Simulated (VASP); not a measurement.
A run of VASP 6.6.1:

INCAR

```
SYSTEM = Cs
  PREC = Accurate
  ENCUT = 520
  EDIFF = 1E-6
  ISMEAR = -1
  SIGMA = 0.1
  LREAL = .False.
  LASPH = .True.
  NELM = 60
  ALGO = Normal
  ISIF = 2
  LWAVE = .False.
  LCHARG = .True.
  GGA = B5
  ALDAX = 1.0
  AGGAX = 1.0
  AGGAC = 1.0
  ALDAC = 0.0
  LELF = .True.
  LVHAR = .True.
  NBANDS = 16
```

File KPOINTS:

```
Automatic mesh
0
Gamma
  5 5 5
  0 0 0
```

POSCAR

```
Cs
1.0
    0.0000000000      6.2691381407      6.2691381407
    6.2691381407      0.0000000000      6.2691381407
    6.2691381407      6.2691381407      0.0000000000
Cs
2
Direct
    0.1250000000      0.1250000000      0.1250000000
    0.8750000000      0.8750000000      0.8750000000
```

Potentials or basis: VASP PAW PBE potentials, release 64 (Cs_sv).

The run is started by

```console
$ cat potpaw_PBE.64/Cs_sv/POTCAR > POTCAR
$ mpirun -np 1 vasp_std > vasp.out
```

Hardware: 1 thread of Intel(R) Xeon(R) Platinum 8488C (Sapphire Rapids), with other jobs on the host.

Q: How long does it take, and how much memory?

A: Wall time 5.9 min on 1 thread of Intel(R) Xeon(R) Platinum 8488C (Sapphire Rapids), with other jobs on the host, peak memory 0.67 GiB. Counts: scf iterations 13, k points 10.
